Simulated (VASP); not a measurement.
# CO2 (Pn-3m) in VASP: a series of runs

CO2 is run at these levels: PBE; tasks: relaxation of cell and atoms, single point.

All numbers are computed with VASP 6.6.1; they aren't measurements. Logs are shortened: lines on timing, memory, paths and dates and some standing lists are left out, and cuts for length are marked.

## (1) The cell of the first run

Symmetry: Pn-3m, No. 224, cubic system. Conventional cell: a = 4.254 Å, b = 4.254 Å, c = 4.254 Å, α = 90.00°, β = 90.00°, γ = 90.00°. Within 2.4 Å of C (site symmetry -43m) lie 4 O at 1.84 Å. O (site symmetry -3m) has 2 C at 1.84 Å within 2.4 Å.

## (2) Relaxation of cell and atoms, PBE, collinear spin, ferromagnetic start

INCAR

```
PREC     = Accurate       # precision mode
ENCUT    = 600            # plane-wave cutoff, eV
EDIFF    = 1E-6           # SCF threshold, eV
ISMEAR   = 0              # smearing method
SIGMA    = 0.1            # smearing width, eV
LREAL    = False          # projectors in reciprocal space
LASPH    = True           # aspherical terms in the spheres
NELM     = 150            # most SCF steps
ALGO     = Normal         # electronic algorithm
ISIF     = 3              # what is computed and relaxed
LWAVE    = False          # write WAVECAR
LCHARG   = False          # write CHGCAR
ISPIN    = 2              # spin polarisation
MAGMOM   = 0 0 0.62 0.62 0.62 0.62 # initial moments
LORBIT   = 11             # projections on sites
GGA      = PE             # functional
IBRION   = 2              # ionic algorithm
NSW      = 90             # ionic steps
EDIFFG   = -0.04          # ionic threshold
```

KPOINTS

```
Automatic mesh
0
Gamma
  4 4 4
```

POSCAR

```
CO2
1.0
    4.2543311141      0.0000000000      0.0000000000
    0.0000000000      4.2543311141      0.0000000000
    0.0000000000      0.0000000000      4.2543311141
C O
2 4
Direct
    0.0000000000      0.0000000000      0.0000000000
    0.5000000000      0.5000000000      0.5000000000
    0.2500000000      0.2500000000      0.2500000000
    0.2500000000      0.7500000000      0.7500000000
    0.7500000000      0.7500000000      0.2500000000
    0.7500000000      0.2500000000      0.7500000000
```

Potentials or basis: VASP PAW PBE potentials, release 64 (C, O).

The run is started by

```console
cat potpaw_PBE.64/C/POTCAR potpaw_PBE.64/O/POTCAR > POTCAR
mpirun -np 1 vasp_std > vasp.out
```

OUTCAR:

```text
PREC = Accurate
   ENCUT = 600
   EDIFF = 1E-6
   ISMEAR = 0
   LREAL = False
   LASPH = True
   NELM = 150
   ISIF = 3
   ISPIN = 2
   LORBIT = 11
   GGA = PE
   IBRION = 2
   NSW = 90
   EDIFFG = -0.04

 ion  position               nearest neighbor table
   1  0.000  0.000  0.000-   3 1.84   4 1.84   5 1.84   6 1.84
   2  0.500  0.500  0.500-   3 1.84   4 1.84   5 1.84   6 1.84
   3  0.250  0.250  0.250-   1 1.84   2 1.84
   4  0.250  0.750  0.750-   1 1.84   2 1.84
   5  0.750  0.750  0.250-   1 1.84   2 1.84
   6  0.750  0.250  0.750-   1 1.84   2 1.84

  LATTYP: Found a simple cubic cell.
 ALAT       =     4.2543311141

  Lattice vectors:

 A1 = (   4.2543311141,   0.0000000000,   0.0000000000)
 A2 = (   0.0000000000,   4.2543311141,   0.0000000000)
 A3 = (   0.0000000000,   0.0000000000,   4.2543311141)

Analysis of symmetry for initial positions (statically):
=====================================================================
 Subroutine PRICEL returns:
 Original cell was already a primitive cell.

 Routine SETGRP: Setting up the symmetry group for a
 simple cubic supercell.

 Subroutine GETGRP returns: Found 48 space group operations
 (whereof 24 operations were pure point group operations)
 out of a pool of 48 trial point group operations.

The static configuration has the point symmetry T_d .
 The point group associated with its full space group is O_h .

Analysis of symmetry for dynamics (positions and initial velocities):
=====================================================================
 Subroutine PRICEL returns:
 Original cell was already a primitive cell.

 Routine SETGRP: Setting up the symmetry group for a
 simple cubic supercell.

 Subroutine GETGRP returns: Found 48 space group operations
 (whereof 24 operations were pure point group operations)
 out of a pool of 48 trial point group operations.

The dynamic configuration has the point symmetry T_d .
 The point group associated with its full space group is O_h .

Analysis of structural, dynamic, and magnetic symmetry:
=====================================================================
 Subroutine PRICEL returns:
 Original cell was already a primitive cell.

 Routine SETGRP: Setting up the symmetry group for a
 simple cubic supercell.

 Subroutine GETGRP returns: Found 48 space group operations
 (whereof 24 operations were pure point group operations)
 out of a pool of 48 trial point group operations.

The overall configuration has the point symmetry T_d .
 The point group associated with its full space group is O_h .

 Subroutine INISYM returns: Found 48 space group operations
 (whereof 24 operations are pure point group operations),
 and found     1 'primitive' translations

----------------------------------------------------------------------------------------

                                     Primitive cell

  volume of cell :      77.0006

  direct lattice vectors                    reciprocal lattice vectors
     4.254331114  0.000000000  0.000000000     0.235054577  0.000000000  0.000000000
     0.000000000  4.254331114  0.000000000     0.000000000  0.235054577  0.000000000
     0.000000000  0.000000000  4.254331114     0.000000000  0.000000000  0.235054577

  length of vectors
     4.254331114  4.254331114  4.254331114     0.235054577  0.235054577  0.235054577

  position of ions in fractional coordinates (direct lattice)
     0.000000000  0.000000000  0.000000000
     0.500000000  0.500000000  0.500000000
     0.250000000  0.250000000  0.250000000
     0.250000000  0.750000000  0.750000000
     0.750000000  0.750000000  0.250000000
     0.750000000  0.250000000  0.750000000

  ion indices of the primitive-cell ions
   primitive index   ion index
                 1           1
                 2           2
                 3           3
                 4           4
                 5           5
                 6           6

----------------------------------------------------------------------------------------

 KPOINTS: Automatic mesh

Automatic generation of k-mesh.
 Grid dimensions read from file:
 generate k-points for:    4    4    4

 Generating k-lattice:

  Cartesian coordinates                     Fractional coordinates (reciprocal lattice)
     0.058763644  0.000000000  0.000000000     0.250000000  0.000000000  0.000000000
     0.000000000  0.058763644  0.000000000     0.000000000  0.250000000  0.000000000
     0.000000000  0.000000000  0.058763644     0.000000000  0.000000000  0.250000000

  Length of vectors
     0.058763644  0.058763644  0.058763644

  Shift w.r.t. Gamma in fractional coordinates (k-lattice)
     0.000000000  0.000000000  0.000000000

 Subroutine IBZKPT returns following result:
 ===========================================

 Found     10 irreducible k-points:

 Following reciprocal coordinates:
            Coordinates               Weight
  0.000000  0.000000  0.000000      1.000000
  0.250000  0.000000  0.000000      6.000000
  0.500000  0.000000  0.000000      3.000000
  0.250000  0.250000  0.000000     12.000000
  0.500000  0.250000  0.000000     12.000000
  0.500000  0.500000  0.000000      3.000000
  0.250000  0.250000  0.250000      8.000000
  0.500000  0.250000  0.250000     12.000000
  0.500000  0.500000  0.250000      6.000000
  0.500000  0.500000  0.500000      1.000000
   k-points           NKPTS =     10   k-points in BZ     NKDIM =     10   number of bands    NBANDS=     21
   number of dos      NEDOS =    301   number of ions     NIONS =      6
   total plane-waves  NPLWV =  46656
   dimension x,y,z NGX =    36 NGY =   36 NGZ =   36
   dimension x,y,z NGXF=    72 NGYF=   72 NGZF=   72
   ions per type =               2   4
   NGX,Y,Z   is equivalent  to a cutoff of  14.07, 14.07, 14.07 a.u.
   NGXF,Y,Z  is equivalent  to a cutoff of  28.14, 28.14, 28.14 a.u.
 SYSTEM =  unknown system
   PREC   = accura    normal or accurate (medium, high low for compatibility)
   ISTART =      0    job   : 0-new  1-cont  2-samecut
   ICHARG =      2    charge: 1-file 2-atom 10-const
   ISPIN  =      2    spin polarized calculation?
   LNONCOLLINEAR =      F non collinear calculations
   LSORBIT =      F    spin-orbit coupling
   LASPH  =      T    aspherical Exc in radial PAW
   ENCUT  =  600.0 eV  44.10 Ry    6.64 a.u.   8.50  8.50  8.50*2*pi/ulx,y,z
   NELM   =    150;   NELMIN=  2; NELMDL= -5     # of ELM steps
   EDIFF  = 0.1E-05   stopping-criterion for ELM
   LREAL  =      F    real-space projection
   EDIFFG = -.4E-01   stopping-criterion for IOM
   NSW    =     90    number of steps for IOM
   IBRION =      2    ionic relax: 0-MD 1-quasi-New 2-CG
   NFREE  =      1    steps in history (QN), initial steepest desc. (CG)
   ISIF   =      3    stress and relaxation
   ISYM   =      2    0-nonsym 1-usesym 2-fastsym
   POTIM  = 0.5000    time-step for ionic-motion
   TEBEG  =    0.0;   TEEND  =   0.0 temperature during run
   PSTRESS=    0.0 pullay stress
   NELECT =      32.0000    total number of electrons
   NUPDOWN=      -1.0000    fix difference up-down
   EMIN   =  10.00;   EMAX   =-10.00  energy-range for DOS
   EFERMI =   0.00;   METHOD = LEGACY
   ISMEAR =     0;   SIGMA  =   0.10  broadening in eV -4-tet -1-fermi 0-gaus
   EFERMI_NEDOS =   21; number of points for ismear=-14 and -15
   IALGO  =     38    algorithm
   IMIX   =      4    mixing-type and parameters
     AMIX     =   0.40;   BMIX     =  1.00
     AMIX_MAG =   1.60;   BMIX_MAG =  1.00
  volume/ion in A,a.u.               =      12.83        86.60
  Fermi-wavevector in a.u.,A,eV,Ry     =   1.221688  2.308655 20.306979  1.492521
  Thomas-Fermi vector in A             =   2.356861
   LORBIT       =     11    0 simple, 1 ext, 2 COOP (PROOUT), +10 PAW based schemes
   GGA     = PE    functional components
   LHFCALC =     F    Hartree Fock is set to
   AEXX    =    0.0000 exact exchange contribution
   IVDW    =     0    specifies the selected vdW correction
   LEPSILON=     F    determine dielectric tensor
   LRPA    =     F    only Hartree local field effects (RPA)
 conjugate gradient relaxation of ions
 spin polarized calculation
 Gauss-broadening in eV      SIGMA  =   0.10
  energy-cutoff  :      600.00
  volume of cell :       77.00
 maximum number of plane-waves:      2612
 NGX is ok and might be reduce to    36
   NGX = 17   NGY = 17   NGZ = 17

--------------------------------------- Ionic step        1  -------------------------------------------

 number of electron      32.0000028 magnetization       2.5171521

 Free energy of the ion-electron system (eV)
  ---------------------------------------------------
  ext. energy  EPLUGINS =         0.00000000
  ---------------------------------------------------
  free energy    TOTEN  =       -26.92746024 eV

  energy without entropy =      -26.89260384  energy(sigma->0) =      -26.91003204

 E-fermi :  -1.2041     XC(G=0):  -9.1887

 val. band max:       -1.2248808730   @ k =   0.2500   0.0000   0.0000
 cond. band min:      -1.2016409600   @ k =   0.5000   0.2500   0.2500
 fundamental gap:      0.0232399130
 Fermi energy:        -1.2041097370

 spin component 1

 k-point     1 :       0.0000    0.0000    0.0000
  band No.  band energies     occupation
      1     -19.7433      1.00000
      2     -18.2005      1.00000
      3     -18.2005      1.00000
      4     -18.2005      1.00000
      5     -11.9291      1.00000
      6      -6.4351      1.00000
[... 1787 lines left out ...]
--------------------------------------- Ionic step        9  -------------------------------------------

 number of electron      31.9999997 magnetization      -0.0000000

 number of electron      31.9999997 magnetization       0.0000000

 Free energy of the ion-electron system (eV)
  ---------------------------------------------------
  ext. energy  EPLUGINS =         0.00000000
  ---------------------------------------------------
  free energy    TOTEN  =       -35.37785125 eV

  energy without entropy =      -35.37785125  energy(sigma->0) =      -35.37785125

 E-fermi :   7.3951     XC(G=0): -13.0564

 val. band max:        6.8863832229   @ k =   0.5000   0.5000   0.5000
 cond. band min:       8.0752663925   @ k =   0.0000   0.0000   0.0000
 fundamental gap:      1.1888831695
 Fermi energy:         7.3951264115

 spin component 1

 k-point     1 :       0.0000    0.0000    0.0000
  band No.  band energies     occupation
      1     -18.4665      1.00000
      2     -12.4211      1.00000
      3     -12.4211      1.00000
      4     -12.4211      1.00000
      5     -10.1223      1.00000
      6      -3.1936      1.00000
[... 505 lines left out ...]
  FREE ENERGIE OF THE ION-ELECTRON SYSTEM (eV)
  ---------------------------------------------------
  free  energy   TOTEN  =       -35.3778512494 eV

  energy  without entropy=      -35.3778512494  energy(sigma->0) =      -35.37785125

 reached required accuracy - stopping structural energy minimisation

 total charge

# of ion       s       p       d       tot
------------------------------------------
    1        0.737   1.405   0.000   2.141
    2        0.737   1.405   0.000   2.141
    3        1.508   3.681   0.000   5.189
    4        1.508   3.681   0.000   5.189
    5        1.508   3.681   0.000   5.189
    6        1.508   3.681   0.000   5.189
--------------------------------------------------
tot          7.506  17.533   0.000  25.039

 magnetization (x)

# of ion       s       p       d       tot
------------------------------------------
    1       -0.000   0.000   0.000  -0.000
    2       -0.000   0.000   0.000  -0.000
    3        0.000  -0.000   0.000  -0.000
    4        0.000  -0.000   0.000  -0.000
    5        0.000  -0.000   0.000  -0.000
    6        0.000  -0.000   0.000  -0.000
--------------------------------------------------
tot         -0.000  -0.000   0.000  -0.000
```

Wall time 2.1 min (1 thread of Intel Xeon 6975P-C (Granite Rapids), shared host); peak memory 0.24 GiB.

What came out:

| Quantity | Value |
| --- | --- |
| Free energy | -35.3779 eV |
| Relaxed volume | 6.05 Å³/atom |
| Relaxed cell | a = 3.311 Å, b = 3.311 Å, c = 3.311 Å, α = 90.00°, β = 90.00°, γ = 90.00° |
| Space group after relaxing (to 0.1 Å) | Pn-3m (No. 224) |
| Pressure after relaxing | 0.5 GPa |
| Band gap on the k mesh | 1.19 eV (least direct gap 1.41 eV) |
| Net moment | 0.00 μB per cell |
| Valence electrons inside the program's atomic spheres | C 2.14; O 5.19 |

Final structure:
```
CELL_PARAMETERS angstrom
3.31117 0.00000 0.00000
0.00000 3.31117 0.00000
0.00000 0.00000 3.31117
ATOMIC_POSITIONS crystal
C 0.00000 0.00000 0.00000
C 0.50000 0.50000 0.50000
O 0.25000 0.25000 0.25000
O 0.25000 0.75000 0.75000
O 0.75000 0.75000 0.25000
O 0.75000 0.25000 0.75000
```

Levels at points of the mesh, in eV from the valence-band top:
Spin up:
| k point | band 14 | band 15 | band 16 | band 17 | band 18 | band 19 |
| --- | --- | --- | --- | --- | --- | --- |
| (0.00, 0.00, 0.00) | -0.22 | -0.22 | -0.22 | 1.19 | 2.94 | 2.94 |
| (0.50, 0.00, 0.00) | -2.28 | -1.81 | -1.81 | 3.86 | 3.86 | 7.74 |
| (0.50, 0.50, 0.00) | -1.47 | -0.33 | -0.33 | 4.86 | 4.86 | 6.72 |
| (0.50, 0.50, 0.50) | 0.00 | 0.00 | 0.00 | 2.19 | 4.47 | 4.47 |
Spin down:
```
           k point  band 14  band 15  band 16  band 17  band 18  band 19
(0.00, 0.00, 0.00)    -0.22    -0.22    -0.22     1.19     2.94     2.94
(0.50, 0.00, 0.00)    -2.28    -1.81    -1.81     3.86     3.86     7.74
(0.50, 0.50, 0.00)    -1.47    -0.33    -0.33     4.86     4.86     6.72
(0.50, 0.50, 0.50)     0.00     0.00     0.00     2.19     4.47     4.47
```

Caveat: the volume moved by over 15 % at a fixed basis, so the end points are rough. A k mesh can miss the band edges.

## (3) Single point, PBE

This run uses another cell than the first one, of 6.05 Å³/atom.

INCAR

```
ALGO = Normal
EDIFF = 1E-6
ENCUT = 910
GGA = PE
GGA_COMPAT = False
ISIF = 2
ISMEAR = 0
LASPH = True
LCHARG = False
LREAL = False
LWAVE = False
NBANDS = 25
NELM = 120
PREC = Accurate
SIGMA = 0.02
```

KPOINTS

```
k-points
0
Gamma
  8 8 8
```

POSCAR, as its differences from that of step 2:

```diff
@@ -2,5 +2,5 @@
 1.0
-    4.2543311141      0.0000000000      0.0000000000
-    0.0000000000      4.2543311141      0.0000000000
-    0.0000000000      0.0000000000      4.2543311141
+    3.3103257847      0.0000000000      0.0000000000
+    0.0000000000      3.3103257847      0.0000000000
+    0.0000000000      0.0000000000      3.3103257847
 C O
```

Potentials or basis: VASP PAW PBE potentials, release 64 (C_h, O_h).

The run is started by

```console
cat potpaw_PBE.64/C_h/POTCAR potpaw_PBE.64/O_h/POTCAR > POTCAR
mpirun -np 1 vasp_std > vasp.out
```

It took 26 s on 1 thread of Intel Xeon 6975P-C (Granite Rapids), shared host; peak memory 0.22 GiB.

Results (log left out):

```yaml
Free_energy: -35.4067 eV
Pressure: -0.8 GPa
Band_gap_on_the_k_mesh: 1.22 eV (least direct gap 1.44 eV)
```

Levels at points of the mesh, in eV from the valence-band top:
```csv
k point,band 14,band 15,band 16,band 17,band 18,band 19
"(0.00, 0.00, 0.00)",-0.21,-0.21,-0.21,1.22,2.97,2.97
"(0.50, 0.00, 0.00)",-2.28,-1.81,-1.81,3.90,3.90,7.77
"(0.50, 0.50, 0.00)",-1.47,-0.33,-0.33,4.89,4.89,6.75
"(0.50, 0.50, 0.50)",0.00,0.00,0.00,2.23,4.50,4.50
```

Caveat: the cutoff is under 1.25 times the usual one of these potentials, so pressure, stress and relaxed cells hold a basis-set (Pulay) error. A k mesh can miss the band edges.
